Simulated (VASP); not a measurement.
A run of VASP 6.6.1:

INCAR

```
PREC = Accurate
ENCUT = 520
EDIFF = 1E-6
ISMEAR = -1
SIGMA = 0.05
LREAL = F
LASPH = T
NELM = 150
ALGO = Normal
ISIF = 2
LWAVE = F
LCHARG = T
ISPIN = 2
MAGMOM = 4 0 0
LORBIT = 11
LMAXMIX = 4
GGA = PS
LELF = T
LVHAR = T
NBANDS = 24
```

The input KPOINTS:

```
regular mesh
0
Gamma
  11 11 6
```

The input POSCAR:

```
MnO2
1.0
    2.8754964680      0.0000000000      0.0000000000
   -1.4377482340      2.4902529899      0.0000000000
    0.0000000000      0.0000000000      4.6318476229
Mn O
1 2
Direct
    0.0000000000      0.0000000000      0.5000000000
    0.3333333333      0.6666666667      0.7062925700
    0.6666666667      0.3333333333      0.2937074300
```

Potentials or basis: VASP PAW PBE potentials, release 64 (Mn_pv, O).

Run with:

```bash
$ cat potpaw_PBE.64/Mn_pv/POTCAR potpaw_PBE.64/O/POTCAR > POTCAR
$ mpirun -np 1 vasp_std > vasp.out
```

Hardware: 1 thread of Intel Xeon 8259CL, on a shared host.

Problem. How long does it take, and how much memory?

Solution. It took 2.6 min on 1 thread of Intel Xeon 8259CL (shared host), peak memory 0.24 GiB. Counts: scf iterations 16, k points 84.
